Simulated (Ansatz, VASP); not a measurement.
**Two plane-wave programs on As**

Contents of INCAR:

```
SYSTEM = As
ALGO = Normal
DIPOL = 0.5 0.5 0.500
EDIFF = 1E-6
ENCUT = 520
GGA = PE
IDIPOL = 3
ISIF = 2
ISMEAR = 0
LASPH = .TRUE.
LCHARG = .FALSE.
LDIPOL = .TRUE.
LREAL = .FALSE.
LWAVE = .FALSE.
NBANDS = 12
NELM = 80
PREC = Accurate
SIGMA = 0.02
```

The input KPOINTS:

```
k-points
0
G
  9 9 1
  0 0 0
```

Contents of POSCAR:

```
As
1.0
    3.5550000000      0.0000000000      0.0000000000
   -1.7775000000      3.0787203105      0.0000000000
    0.0000000000      0.0000000000     28.0000000000
As
2
Direct
    0.3333333333      0.6666666667      0.5159642857
    0.6666666667      0.3333333333      0.4840357143
```

Input for Ansatz:

```yaml
crystal:
  lattice:
    - [3.555, 0.0, 0.0]
    - [-1.7775, 3.0787203105, 0.0]
    - [0.0, 0.0, 28.0]
  atoms:
    - { symbol: As, position: [0.3333333333, 0.6666666667, 0.5159642857] }
    - { symbol: As, position: [0.6666666667, 0.3333333333, 0.4840357143] }
  periodic: [true, true, false]
basis:
  ecutwfc: 420
kpoints:
  mp_grid: { grid: [9, 9, 1] }
hamiltonian:
  xc: pbe
scf:
  occupations: { method: gaussian, width: 0.02 }
output:
  forces: true
  stress: true
  eigenvalues: true
```

Alike in both runs: task single point; functional PBE; k mesh 9 × 9 × 1; occupations gaussian, width 0.02 eV; no spin polarisation.

|  | VASP | Ansatz |
| --- | --- | --- |
| version | VASP 6.6.1 | Ansatz 0.2.0 |
| potentials or method | VASP PAW PBE potentials, release 64 (As), cutoff 520 eV | scalar-relativistic, plane waves, PAW |
| valence electrons in the cell | 10 | 30 |

Ansatz gave:

* gap on the k mesh at the Fermi level (eV): none
* rms of the force components (eV/Å): 3.257

Problem. What did VASP give for the same quantities?

Solution. gap on the k mesh at the Fermi level (eV): none; rms of the force components (eV/Å): 3.338.

Atom by atom the forces differ by 0.080 eV/Å (rms over components). A gap of «none» marks a metal or a gap that the smearing closes. The functional is the same, so the differences come from potentials, cutoffs and numerics. VASP's potentials hold 10 valence electrons a cell and Ansatz's 30, so a difference there can come from the potentials and not from the codes.
